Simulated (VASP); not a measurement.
# HgTe (F-43m) in VASP: notebook, part 2 of 2

VASP 6.6.1. The steps go on from the part before.

## (4) Electric field gradients, LDA (volume scaled by 1.01)

INCAR

```
SYSTEM = HgTe
PREC = Accurate ; ENCUT = 520
EDIFF = 1E-8 ; ISMEAR = -1
SIGMA = 0.03 ; LREAL = .FALSE.
LASPH = .TRUE. ; NELM = 100
ALGO = Normal ; ISIF = 2
LWAVE = .FALSE. ; LCHARG = .FALSE.
LEFG = .TRUE. ; NBANDS = 16
```

KPOINTS

```
Automatic mesh
0
G
  11 11 11
  0 0 0
```

POSCAR

```
HgTe
1.0
    0.0000000000      3.2342093810      3.2342093810
    3.2342093810      0.0000000000      3.2342093810
    3.2342093810      3.2342093810      0.0000000000
Hg Te
1 1
Direct
    0.0000000000      0.0000000000      0.0000000000
    0.7500000000      0.7500000000      0.7500000000
```

Potentials or basis: VASP PAW LDA potentials, release 64 (Hg, Te).

Run with:

```bash
> cat potpaw_LDA.64/Hg/POTCAR potpaw_LDA.64/Te/POTCAR > POTCAR
> mpirun -np 1 vasp_std > vasp.out
```

OUTCAR:

```text
SYSTEM = HgTe
   PREC = Accurate
   ENCUT = 520
   EDIFF = 1E-8
   ISMEAR = -1
   LREAL = .FALSE.
   LASPH = .TRUE.
   NELM = 100
   ISIF = 2

 ion  position               nearest neighbor table
   1  0.000  0.000  0.000-   2 2.80   2 2.80   2 2.80   2 2.80
   2  0.750  0.750  0.750-   1 2.80   1 2.80   1 2.80   1 2.80

  LATTYP: Found a face centered cubic cell.
 ALAT       =     6.4684187620

  Lattice vectors:

 A1 = (   0.0000000000,   3.2342093810,   3.2342093810)
 A2 = (   3.2342093810,   0.0000000000,   3.2342093810)
 A3 = (   3.2342093810,   3.2342093810,   0.0000000000)
[... 668 lines left out ...]
  free  energy   TOTEN  =        -5.0378656599 eV

  energy  without entropy=       -5.0377253224  energy(sigma->0) =       -5.03779549

 Electric field gradients (V/A^2)
---------------------------------------------------------------------
 ion       V_xx      V_yy      V_zz      V_xy      V_xz      V_yz
---------------------------------------------------------------------
   1      -0.000     0.000     0.000    -0.000    -0.000    -0.000
   2       0.000     0.000    -0.000    -0.000    -0.000    -0.000
---------------------------------------------------------------------

 Electric field gradients after diagonalization (V/A^2)
 (convention: |V_zz| > |V_xx| > |V_yy|)
----------------------------------------------------------------------
 ion       V_xx      V_yy      V_zz     asymmetry (V_yy - V_xx)/ V_zz
----------------------------------------------------------------------
   1       0.000     0.000    -0.000       0.000
   2       0.000     0.000    -0.000       0.000
----------------------------------------------------------------------

           NMR quadrupolar parameters

 Cq : quadrupolar parameter    Cq=e*Q*V_zz/h
 eta: asymmetry parameters     (V_yy - V_xx)/ V_zz
 Q  : nuclear electric quadrupole moment in mb (millibarn)
----------------------------------------------------------------------
 ion       Cq(MHz)       eta       Q (mb)
----------------------------------------------------------------------
   1      -0.000       0.000       1.000
   2      -0.000       0.000       1.000
----------------------------------------------------------------------
```

stdout:

```text
POSCAR found type information on POSCAR HgTe
 POSCAR found :  2 types and       2 ions
 scaLAPACK will be used
 LDA part: xc-table for (Slater(with rela. corr.)+CA(PZ))
 , standard interpolation
 POSCAR, INCAR and KPOINTS ok, starting setup
 FFT: planning ... GRIDC
 FFT: planning ... GRID_SOFT
 FFT: planning ... GRID
 WAVECAR not read
 entering main loop
ion   1

ion   2
```

Run time: 29 s. Hardware: 1 thread of Intel Xeon 6975P-C (Granite Rapids), shared host; peak memory 0.2 GiB.

What came out:

- Free energy: -5.0379 eV
- Pressure: -0.5 GPa
- Band gap on the k mesh: zero (filled and empty bands touch)

Caveat: without QUAD_EFG the Cq values of the log hold for a quadrupole moment of 1 mb, not for the nuclei; spin-orbit coupling is left out, which moves the levels of the heavy elements.

## (5) Electric field gradients, LDA (volume scaled by 1.02)

INCAR

```
SYSTEM = HgTe
ALGO = Normal
EDIFF = 1E-8
ENCUT = 520
GGA = CA
ISIF = 2
ISMEAR = -1
LASPH = .True.
LCHARG = .False.
LEFG = .True.
LREAL = .False.
LWAVE = .False.
NBANDS = 16
NELM = 60
PREC = Accurate
SIGMA = 0.03
```

KPOINTS

```
k-points
0
Gamma
  11 11 11
  0 0 0
```

POSCAR

```
HgTe
1.0
    0.0000000000      3.2448483043      3.2448483043
    3.2448483043      0.0000000000      3.2448483043
    3.2448483043      3.2448483043      0.0000000000
Hg Te
1 1
Direct
    0.0000000000      0.0000000000      0.0000000000
    0.7500000000      0.7500000000      0.7500000000
```

Potentials or basis: VASP PAW LDA potentials, release 64 (Hg, Te).

Run with:

```bash
> cat potpaw_LDA.64/Hg/POTCAR potpaw_LDA.64/Te/POTCAR > POTCAR
> mpirun -np 1 vasp_std > vasp.out
```

OUTCAR:

```text
SYSTEM = HgTe
   EDIFF = 1E-8
   ENCUT = 520
   GGA = CA
   ISIF = 2
   ISMEAR = -1
   LASPH = .True.
   LREAL = .False.
   NELM = 60
   PREC = Accurate

 ion  position               nearest neighbor table
   1  0.000  0.000  0.000-   2 2.81   2 2.81   2 2.81   2 2.81
   2  0.750  0.750  0.750-   1 2.81   1 2.81   1 2.81   1 2.81

  LATTYP: Found a face centered cubic cell.
 ALAT       =     6.4896966086

  Lattice vectors:

 A1 = (   0.0000000000,   3.2448483043,   3.2448483043)
 A2 = (   3.2448483043,   0.0000000000,   3.2448483043)
[... 668 lines left out ...]
  ---------------------------------------------------
  free  energy   TOTEN  =        -5.0351795005 eV

  energy  without entropy=       -5.0350369789  energy(sigma->0) =       -5.03510824

 Electric field gradients (V/A^2)
---------------------------------------------------------------------
 ion       V_xx      V_yy      V_zz      V_xy      V_xz      V_yz
---------------------------------------------------------------------
   1       0.000     0.000    -0.000    -0.000    -0.000    -0.000
   2      -0.000     0.000     0.000    -0.000    -0.000    -0.000
---------------------------------------------------------------------

 Electric field gradients after diagonalization (V/A^2)
 (convention: |V_zz| > |V_xx| > |V_yy|)
----------------------------------------------------------------------
 ion       V_xx      V_yy      V_zz     asymmetry (V_yy - V_xx)/ V_zz
----------------------------------------------------------------------
   1       0.000     0.000    -0.000       0.000
   2       0.000     0.000    -0.000       0.000
----------------------------------------------------------------------

           NMR quadrupolar parameters

 Cq : quadrupolar parameter    Cq=e*Q*V_zz/h
 eta: asymmetry parameters     (V_yy - V_xx)/ V_zz
 Q  : nuclear electric quadrupole moment in mb (millibarn)
----------------------------------------------------------------------
 ion       Cq(MHz)       eta       Q (mb)
----------------------------------------------------------------------
   1      -0.000       0.000       1.000
   2      -0.000       0.000       1.000
----------------------------------------------------------------------
```

Wall time 26 s (1 thread of Intel Xeon 6975P-C (Granite Rapids), shared host); peak memory 0.21 GiB.

Results:

* Free energy: -5.0352 eV
* Pressure: -0.9 GPa
* Band gap on the k mesh: zero (filled and empty bands touch)

Levels at points of the mesh, in eV from the Fermi level:
```csv
k point,band 5,band 6,band 7,band 8,band 9,band 10,band 11,band 12,band 13,band 14
"(0.00, 0.00, 0.00)",-6.82,-6.82,-0.93,-0.03,-0.03,-0.03,4.14,4.14,4.14,6.21
```

Caveat: without QUAD_EFG the Cq values of the log hold for a quadrupole moment of 1 mb, not for the nuclei; spin-orbit coupling is left out, which moves the levels of the heavy elements.

## (6) The runs side by side

```csv
cell,gap on the mesh (eV),pressure (GPa)
"a = 4.543 Å, angles 60.0°, 2 atoms",none,0.5
"a = 4.574 Å, angles 60.0°, 2 atoms",none,-0.5
"a = 4.589 Å, angles 60.0°, 2 atoms",none,-0.9
```

Alike in all rows: task electric field gradients; level LDA; potentials or basis VASP PAW LDA potentials, release 64 (Hg, Te); no spin polarisation; k mesh 11 × 11 × 11; cutoff (eV) 520; smearing fermi-dirac 0.03 eV.

Caveats: spin-orbit coupling is left out, which moves the levels of the heavy elements.

Total energies depend on the potentials used, so only differences within one code and one set of settings carry meaning.
